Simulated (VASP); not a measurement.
Here is a VASP 6.6.1 calculation.

Contents of POSCAR:

```
Li
1.0
   -1.7059940322      1.7059940322      1.7059940322
    1.7059940322     -1.7059940322      1.7059940322
    1.7059940322      1.7059940322     -1.7059940322
Li
1
Direct
    0.0000000000      0.0000000000      0.0000000000
```

File INCAR.step1:

```
ALGO = Normal
EDIFF = 1E-4
ENCUT = 520
GGA = PE
ISMEAR = -1
LASPH = T
LCHARG = F
LREAL = F
LWAVE = T
NBANDS = 8
NELM = 60
PREC = Accurate
SIGMA = 0.1
```

Contents of INCAR.step2:

```
ALGO = Normal
EDIFF = 1E-7
ENCUT = 520
ISIF = 2
ISMEAR = -1
ISTART = 1
LASPH = T
LCHARG = F
LMIXTAU = T
LREAL = F
LWAVE = F
METAGGA = R2SCAN
NBANDS = 8
NELM = 60
PREC = Accurate
SIGMA = 0.1
```

File KPOINTS:

```
k-points
0
Gamma
  14 14 14
```

Potentials or basis: VASP PAW PBE potentials, release 64 (Li_sv).

The run is started by

```console
$ cat potpaw_PBE.64/Li_sv/POTCAR > POTCAR
$ cp INCAR.step1 INCAR
$ mpirun -np 1 vasp_std > vasp.out
$ cp INCAR.step2 INCAR
$ mpirun -np 1 vasp_std > vasp.out
```

Problem. What does it give for the band gap on the k mesh?

Solution. Zero (an odd number of electrons rules out a gap without spin polarisation).
